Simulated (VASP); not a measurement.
# C (I4_1/amd) in VASP: a series of runs

Runs on C. Level: PBE. Tasks: single point.

Program: VASP 6.6.1. These are calculated values, not measurements. Logs are shortened: lines on timing, memory, paths and dates and some standing lists are left out, and cuts for length are marked.

### 1 The cell of the first run

Symmetry: I4_1/amd, No. 141, tetragonal system. The conventional cell has a = 2.421 Å, b = 2.421 Å, c = 3.852 Å, α = 90.00°, β = 90.00°, γ = 90.00°. C (site symmetry -4m2) has 4 C at 1.55 Å within 2.1 Å.

### 2 Single point, PBE (strain -0.040 along x and y, +0.080 along z)

INCAR

```
PREC = Accurate
ENCUT = 520
EDIFF = 1E-6
ISMEAR = 0
SIGMA = 0.05
LREAL = False
LASPH = True
NELM = 100
ALGO = Normal
ISIF = 2
LWAVE = False
LCHARG = False
GGA = PE
NBANDS = 11
```

KPOINTS

```
Automatic mesh
0
Gamma
  12 12 12
```

POSCAR

```
C
1.0
    0.0000000000      1.7120640000      1.9260720000
    1.7120640000      0.0000000000      1.9260720000
    1.7120640000      1.7120640000      0.0000000000
C
2
Direct
    0.5000000000      0.5000000000      0.5000000000
    0.7500000000      0.7500000000      0.7500000000
```

Potentials or basis: VASP PAW PBE potentials, release 64 (C).

On the command line:

```sh
> cat potpaw_PBE.64/C/POTCAR > POTCAR
> mpirun -np 1 vasp_std > vasp.out
```

OUTCAR:

```text
PREC = Accurate
   ENCUT = 520
   EDIFF = 1E-6
   ISMEAR = 0
   LREAL = False
   LASPH = True
   NELM = 100
   ISIF = 2
   GGA = PE

 ion  position               nearest neighbor table
   1  0.500  0.500  0.500-   2 1.55   2 1.55   2 1.55   2 1.55
   2  0.750  0.750  0.750-   1 1.55   1 1.55   1 1.55   1 1.55

  LATTYP: Found a body centered tetragonal cell.
 ALAT       =     2.4212241285
 C/A-ratio  =     1.5909902577

  Lattice vectors:

 A1 = (  -1.7120640000,   0.0000000000,   1.9260720000)
 A2 = (   1.7120640000,   0.0000000000,   1.9260720000)
 A3 = (   0.0000000000,   1.7120640000,  -1.9260720000)

Analysis of symmetry for initial positions (statically):
=====================================================================
 Subroutine PRICEL returns:
 Original cell was already a primitive cell.

 Routine SETGRP: Setting up the symmetry group for a
 body centered tetragonal supercell.

 Subroutine GETGRP returns: Found 16 space group operations
 (whereof  8 operations were pure point group operations)
 out of a pool of 16 trial point group operations.

The static configuration has the point symmetry D_2d.
 The point group associated with its full space group is D_4h.

Analysis of symmetry for dynamics (positions and initial velocities):
=====================================================================
 Subroutine PRICEL returns:
 Original cell was already a primitive cell.

 Routine SETGRP: Setting up the symmetry group for a
 body centered tetragonal supercell.

 Subroutine GETGRP returns: Found 16 space group operations
 (whereof  8 operations were pure point group operations)
 out of a pool of 16 trial point group operations.

The dynamic configuration has the point symmetry D_2d.
 The point group associated with its full space group is D_4h.

 Subroutine INISYM returns: Found 16 space group operations
 (whereof  8 operations are pure point group operations),
 and found     1 'primitive' translations

----------------------------------------------------------------------------------------

                                     Primitive cell

  volume of cell :      11.2913

  direct lattice vectors                    reciprocal lattice vectors
     0.000000000  1.712064000  1.926072000    -0.292045157  0.292045157  0.259595695
     1.712064000  0.000000000  1.926072000     0.292045157 -0.292045157  0.259595695
     1.712064000  1.712064000  0.000000000     0.292045157  0.292045157 -0.259595695

  length of vectors
     2.576997573  2.576997573  2.421224128     0.487822378  0.487822378  0.487822378

  position of ions in fractional coordinates (direct lattice)
     0.500000000  0.500000000  0.500000000
     0.750000000  0.750000000  0.750000000

  ion indices of the primitive-cell ions
   primitive index   ion index
                 1           1
                 2           2

----------------------------------------------------------------------------------------

 KPOINTS: Automatic mesh

Automatic generation of k-mesh.
 Grid dimensions read from file:
 generate k-points for:   12   12   12

 Generating k-lattice:

  Cartesian coordinates                     Fractional coordinates (reciprocal lattice)
    -0.024337096  0.024337096  0.021632975     0.083333333  0.000000000  0.000000000
     0.024337096 -0.024337096  0.021632975     0.000000000  0.083333333  0.000000000
     0.024337096  0.024337096 -0.021632975    -0.000000000 -0.000000000  0.083333333

  Length of vectors
     0.040651865  0.040651865  0.040651865

  Shift w.r.t. Gamma in fractional coordinates (k-lattice)
     0.000000000  0.000000000  0.000000000

 Subroutine IBZKPT returns following result:
 ===========================================

 Found    163 irreducible k-points:

 Following reciprocal coordinates:
            Coordinates               Weight
  0.000000  0.000000  0.000000      1.000000
  0.083333 -0.000000  0.000000      8.000000
  0.166667 -0.000000  0.000000      8.000000
  0.250000  0.000000  0.000000      8.000000
  0.333333 -0.000000  0.000000      8.000000
  0.416667  0.000000  0.000000      8.000000
[... 16 lines left out ...]
  0.500000  0.166667  0.000000      8.000000
 -0.416667  0.166667  0.000000      8.000000
 [... further k-points ...]
   k-points           NKPTS =    163   k-points in BZ     NKDIM =    163   number of bands    NBANDS=     11
   number of dos      NEDOS =    301   number of ions     NIONS =      2
   total plane-waves  NPLWV =   7200
   dimension x,y,z NGX =    20 NGY =   20 NGZ =   18
   dimension x,y,z NGXF=    40 NGYF=   40 NGZF=   36
   ions per type =               2
   NGX,Y,Z   is equivalent  to a cutoff of  12.90, 12.90, 12.36 a.u.
   NGXF,Y,Z  is equivalent  to a cutoff of  25.80, 25.80, 24.72 a.u.
 SYSTEM =  unknown system
   PREC   = accura    normal or accurate (medium, high low for compatibility)
   ISTART =      0    job   : 0-new  1-cont  2-samecut
   ICHARG =      2    charge: 1-file 2-atom 10-const
   ISPIN  =      1    spin polarized calculation?
   LNONCOLLINEAR =      F non collinear calculations
   LSORBIT =      F    spin-orbit coupling
   LASPH  =      T    aspherical Exc in radial PAW
   ENCUT  =  520.0 eV  38.22 Ry    6.18 a.u.   4.79  4.79  4.50*2*pi/ulx,y,z
   NELM   =    100;   NELMIN=  2; NELMDL= -5     # of ELM steps
   EDIFF  = 0.1E-05   stopping-criterion for ELM
   LREAL  =      F    real-space projection
   EDIFFG = 0.1E-04   stopping-criterion for IOM
   NSW    =      0    number of steps for IOM
   IBRION =     -1    ionic relax: 0-MD 1-quasi-New 2-CG
   NFREE  =      0    steps in history (QN), initial steepest desc. (CG)
   ISIF   =      2    stress and relaxation
   ISYM   =      2    0-nonsym 1-usesym 2-fastsym
   POTIM  = 0.5000    time-step for ionic-motion
   TEBEG  =    0.0;   TEEND  =   0.0 temperature during run
   PSTRESS=    0.0 pullay stress
   NELECT =       8.0000    total number of electrons
   NUPDOWN=      -1.0000    fix difference up-down
   EMIN   =  10.00;   EMAX   =-10.00  energy-range for DOS
   EFERMI =   0.00;   METHOD = LEGACY
   ISMEAR =     0;   SIGMA  =   0.05  broadening in eV -4-tet -1-fermi 0-gaus
   EFERMI_NEDOS =   21; number of points for ismear=-14 and -15
   IALGO  =     38    algorithm
   IMIX   =      4    mixing-type and parameters
     AMIX     =   0.40;   BMIX     =  1.00
     AMIX_MAG =   1.60;   BMIX_MAG =  1.00
  volume/ion in A,a.u.               =       5.65        38.10
  Fermi-wavevector in a.u.,A,eV,Ry     =   1.459455  2.757970 28.980524  2.130008
  Thomas-Fermi vector in A             =   2.576020
   LORBIT       =      0    0 simple, 1 ext, 2 COOP (PROOUT), +10 PAW based schemes
   GGA     = PE    functional components
   LHFCALC =     F    Hartree Fock is set to
   AEXX    =    0.0000 exact exchange contribution
   IVDW    =     0    specifies the selected vdW correction
   LEPSILON=     F    determine dielectric tensor
   LRPA    =     F    only Hartree local field effects (RPA)
 non-spin polarized calculation
 Gauss-broadening in eV      SIGMA  =   0.05
  energy-cutoff  :      520.00
  volume of cell :       11.29
 maximum number of plane-waves:       324
   NGX =  9   NGY =  9   NGZ =  9

 number of electron       8.0000000 magnetization

 Free energy of the ion-electron system (eV)
  ---------------------------------------------------
  ext. energy  EPLUGINS =         0.00000000
  ---------------------------------------------------
  free energy    TOTEN  =       -17.85579146 eV

  energy without entropy =      -17.85579146  energy(sigma->0) =      -17.85579146

 E-fermi :  10.7883     XC(G=0): -13.2930

 val. band max:       10.4950309761   @ k =   0.0000   0.0000   0.0000
 cond. band min:      13.1837954946   @ k =   0.3333   0.0000   0.3333
 fundamental gap:      2.6887645186
 Fermi energy:        10.7882577486

 k-point     1 :       0.0000    0.0000    0.0000
  band No.  band energies     occupation
      1     -11.7216      2.00000
      2       8.4749      2.00000
      3      10.4950      2.00000
      4      10.4950      2.00000
      5      15.0673      0.00000
      6      15.0673      0.00000
      7      16.5207      0.00000
      8      22.8796      0.00000
      9      29.3127      0.00000
     10      32.4472      0.00000
     11      33.8202      0.00000

 k-point     2 :       0.0833   -0.0000    0.0000
  band No.  band energies     occupation
      1     -11.5272      2.00000
      2       7.8924      2.00000
      3       9.5227      2.00000
      4      10.2026      2.00000
      5      15.4248      0.00000
      6      15.5134      0.00000
      7      17.1958      0.00000
      8      23.0540      0.00000
      9      29.6229      0.00000
     10      31.0996      0.00000
     11      36.0527      0.00000

 k-point     3 :       0.1667   -0.0000    0.0000
  band No.  band energies     occupation
      1     -10.9460      2.00000
      2       5.9459      2.00000
      3       8.1794      2.00000
      4       9.5952      2.00000
      5      15.9163      0.00000
      6      16.5148      0.00000
      7      18.4497      0.00000
      8      23.5729      0.00000
      9      29.7924      0.00000
     10      30.8754      0.00000
     11      34.5291      0.00000

 k-point     4 :       0.2500    0.0000    0.0000
  band No.  band energies     occupation
      1      -9.9866      2.00000
      2       3.2381      2.00000
      3       7.2153      2.00000
      4       8.9993      2.00000
      5      16.1522      0.00000
      6      17.5585      0.00000
      7      19.4793      0.00000
      8      24.3313      0.00000
      9      29.7885      0.00000
     10      31.9412      0.00000
     11      33.4680      0.00000
[... 239 lines left out ...]
 k-point    22 :       0.4167    0.1667    0.0000
  band No.  band energies     occupation
      1      -7.8671      2.00000
      2       0.3636      2.00000
      3       4.2943      2.00000
      4       6.8712      2.00000
      5      17.6314      0.00000
      6      20.3391      0.00000
      7      20.9780      0.00000
      8      23.9596      0.00000
      9      30.3564      0.00000
     10      30.7868      0.00000
     11      37.6243      0.00000

 k-point    23 :       0.5000    0.1667    0.0000
  band No.  band energies     occupation
      1      -6.2678      2.00000
      2      -1.8899      2.00000
      3       3.5292      2.00000
      4       7.0376      2.00000
      5      17.9019      0.00000
      6      20.4429      0.00000
      7      20.8062      0.00000
      8      25.3135      0.00000
      9      29.9623      0.00000
     10      32.5282      0.00000
     11      36.6545      0.00000

 k-point    24 :      -0.4167    0.1667    0.0000
  band No.  band energies     occupation
      1      -5.3541      2.00000
      2      -2.9581      2.00000
      3       3.1373      2.00000
      4       7.4619      2.00000
      5      18.2740      0.00000
      6      20.2513      0.00000
      7      20.4112      0.00000
      8      25.3254      0.00000
      9      30.2699      0.00000
     10      33.8225      0.00000
     11      34.4108      0.00000

 [... further k-points ...]
[... 5 lines left out ...]
  --------------------------------------------------------------------------------------
  -------------------------------------------------------------------------------------
  Total        3.2334469      3.2334469     -5.4183446      0.0000000      0.0000000     -0.0000000
  in kB      458.8109941    458.8109941   -768.8377501      0.0000000      0.0000000     -0.0000000
  external PRESSURE =      49.5947460 kB  Pullay stress =       0.0000000 kB

 VOLUME and BASIS-vectors are now :
 -----------------------------------------------------------------------------
  energy-cutoff  :      520.00
  volume of cell :       11.29
      direct lattice vectors                 reciprocal lattice vectors
     0.000000000  1.712064000  1.926072000    -0.292045157  0.292045157  0.259595695
     1.712064000  0.000000000  1.926072000     0.292045157 -0.292045157  0.259595695
     1.712064000  1.712064000  0.000000000     0.292045157  0.292045157 -0.259595695

 POSITION                                       TOTAL-FORCE (eV/Angst)
 -----------------------------------------------------------------------------------
      1.71206      1.71206      1.92607        -0.000000     -0.000000      0.000000
      2.56810      2.56810      2.88911         0.000000      0.000000      0.000000
 -----------------------------------------------------------------------------------
    total drift:                                0.000000     -0.000000      0.000000

  FREE ENERGIE OF THE ION-ELECTRON SYSTEM (eV)
  ---------------------------------------------------
  free  energy   TOTEN  =       -17.8557914647 eV

  energy  without entropy=      -17.8557914647  energy(sigma->0) =      -17.85579146
```

Wall time 16 s (1 thread of Intel Xeon Platinum 8259CL at 2.50GHz (Skylake/Cascade Lake), shared host); peak memory 0.12 GiB.

Results:

* Free energy: -17.8558 eV
* Pressure: 5.0 GPa
* Band gap on the k mesh: 2.69 eV, indirect (least direct gap 4.57 eV)

Caveat: the cell differs from its parent crystal (strain -0.040 along x and y, +0.080 along z).

### 3 Single point, PBE (strain +0.040 along x and y, -0.080 along z)

INCAR

```
PREC     = Accurate       # precision mode
ENCUT    = 520            # plane-wave cutoff, eV
EDIFF    = 1E-6           # SCF threshold, eV
ISMEAR   = 0              # smearing method
SIGMA    = 0.05           # smearing width, eV
LREAL    = F              # projectors in reciprocal space
LASPH    = T              # aspherical terms in the spheres
NELM     = 100            # most SCF steps
ALGO     = Normal         # electronic algorithm
ISIF     = 2              # what is computed and relaxed
LWAVE    = F              # write WAVECAR
LCHARG   = F              # write CHGCAR
GGA      = PE             # functional
NBANDS   = 11             # bands
```

KPOINTS

```
regular mesh
0
Gamma
  12 12 12
```

POSCAR

```
C
1.0
    0.0000000000      1.8547360000      1.6407280000
    1.8547360000      0.0000000000      1.6407280000
    1.8547360000      1.8547360000      0.0000000000
C
2
Direct
    0.5000000000      0.5000000000      0.5000000000
    0.7500000000      0.7500000000      0.7500000000
```

Potentials or basis: VASP PAW PBE potentials, release 64 (C).

On the command line:

```sh
> cat potpaw_PBE.64/C/POTCAR > POTCAR
> mpirun -np 1 vasp_std > vasp.out
```

OUTCAR:

```text
PREC = Accurate
   ENCUT = 520
   EDIFF = 1E-6
   ISMEAR = 0
   LREAL = F
   LASPH = T
   NELM = 100
   ISIF = 2
   GGA = PE

 ion  position               nearest neighbor table
   1  0.500  0.500  0.500-   2 1.55   2 1.55   2 1.55   2 1.55
   2  0.750  0.750  0.750-   1 1.55   1 1.55   1 1.55   1 1.55

  LATTYP: Found a body centered tetragonal cell.
 ALAT       =     2.6229928058
 C/A-ratio  =     1.2510350744

  Lattice vectors:

 A1 = (   0.0000000000,  -1.8547360000,  -1.6407280000)
 A2 = (   0.0000000000,   1.8547360000,  -1.6407280000)
 A3 = (   1.8547360000,   0.0000000000,   1.6407280000)

Analysis of symmetry for initial positions (statically):
=====================================================================
 Subroutine PRICEL returns:
 Original cell was already a primitive cell.

 Routine SETGRP: Setting up the symmetry group for a
 body centered tetragonal supercell.

 Subroutine GETGRP returns: Found 16 space group operations
 (whereof  8 operations were pure point group operations)
 out of a pool of 16 trial point group operations.

The static configuration has the point symmetry D_2d.
 The point group associated with its full space group is D_4h.

[... 166 lines left out ...]
 Fermi energy:        11.1707444571

 k-point     1 :       0.0000    0.0000    0.0000
  band No.  band energies     occupation
      1     -11.7201      2.00000
      2       9.2799      2.00000
      3       9.2799      2.00000
      4      10.9020      2.00000
      5      14.5617      0.00000
      6      16.0768      0.00000
      7      16.0768      0.00000
      8      23.0767      0.00000
      9      29.3323      0.00000
     10      33.3441      0.00000
     11      35.4241      0.00000
[... 309 lines left out ...]
 k-point    24 :      -0.4167    0.1667    0.0000
  band No.  band energies     occupation
      1      -5.6804      2.00000
      2      -2.3248      2.00000
      3       5.1378      2.00000
      4       5.5907      2.00000
      5      15.6766      0.00000
      6      19.8874      0.00000
      7      22.0465      0.00000
      8      24.3499      0.00000
      9      29.3355      0.00000
     10      34.1246      0.00000
     11      34.2293      0.00000

 [... further k-points ...]
[... 5 lines left out ...]
  --------------------------------------------------------------------------------------
  -------------------------------------------------------------------------------------
  Total       -2.0030925     -2.0030925      5.0294835      0.0000000      0.0000000      0.0000000
  in kB     -284.3025799   -284.3025799    713.8437861      0.0000000      0.0000000      0.0000000
  external PRESSURE =      48.4128754 kB  Pullay stress =       0.0000000 kB

 VOLUME and BASIS-vectors are now :
 -----------------------------------------------------------------------------
  energy-cutoff  :      520.00
  volume of cell :       11.29
      direct lattice vectors                 reciprocal lattice vectors
     0.000000000  1.854736000  1.640728000    -0.269580145  0.269580145  0.304742773
     1.854736000  0.000000000  1.640728000     0.269580145 -0.269580145  0.304742773
     1.854736000  1.854736000  0.000000000     0.269580145  0.269580145 -0.304742773

 POSITION                                       TOTAL-FORCE (eV/Angst)
 -----------------------------------------------------------------------------------
      1.85474      1.85474      1.64073         0.000000      0.000000      0.000000
      2.78210      2.78210      2.46109        -0.000000     -0.000000     -0.000000
 -----------------------------------------------------------------------------------
    total drift:                                0.000000     -0.000000      0.000000

  FREE ENERGIE OF THE ION-ELECTRON SYSTEM (eV)
  ---------------------------------------------------
  free  energy   TOTEN  =       -17.8823757226 eV

  energy  without entropy=      -17.8823757226  energy(sigma->0) =      -17.88237572
```

OSZICAR:

```text
N       E                     dE             d eps       ncg     rms          rms(c)
DAV:   1     0.112356645705E+01    0.11236E+01   -0.48197E+03  3821   0.699E+02
DAV:   2    -0.181551745135E+02   -0.19279E+02   -0.18657E+02  4677   0.127E+02
DAV:   3    -0.185073777903E+02   -0.35220E+00   -0.35116E+00  4180   0.130E+01
DAV:   4    -0.185079457239E+02   -0.56793E-03   -0.56792E-03  3820   0.643E-01
DAV:   5    -0.185079463741E+02   -0.65012E-06   -0.65010E-06  4125   0.206E-02    0.552E+00
DAV:   6    -0.180386310939E+02    0.46932E+00   -0.24487E-01  3667   0.349E+00    0.330E+00
DAV:   7    -0.178806517883E+02    0.15798E+00   -0.29870E-01  3841   0.390E+00    0.752E-01
DAV:   8    -0.178823241239E+02   -0.16723E-02   -0.82258E-03  3757   0.685E-01    0.430E-02
DAV:   9    -0.178823567762E+02   -0.32652E-04   -0.56239E-05  4312   0.600E-02    0.240E-02
DAV:  10    -0.178823756963E+02   -0.18920E-04   -0.14123E-05  3790   0.334E-02    0.493E-03
DAV:  11    -0.178823757226E+02   -0.26296E-07   -0.18785E-07  2733   0.403E-03
   1 F= -.17882376E+02 E0= -.17882376E+02  d E =-.459890E-17
```

Wall time 16 s (1 thread of Intel Xeon Platinum 8259CL at 2.50GHz (Skylake/Cascade Lake), shared host); peak memory 0.12 GiB.

What came out:

- Free energy: -17.8824 eV
- Pressure: 4.8 GPa
- Band gap on the k mesh: 1.20 eV, indirect (least direct gap 3.66 eV)

Caveat: the cell differs from its parent crystal (strain +0.040 along x and y, -0.080 along z). A k mesh can miss the band edges.

[end of part 1 of 2]
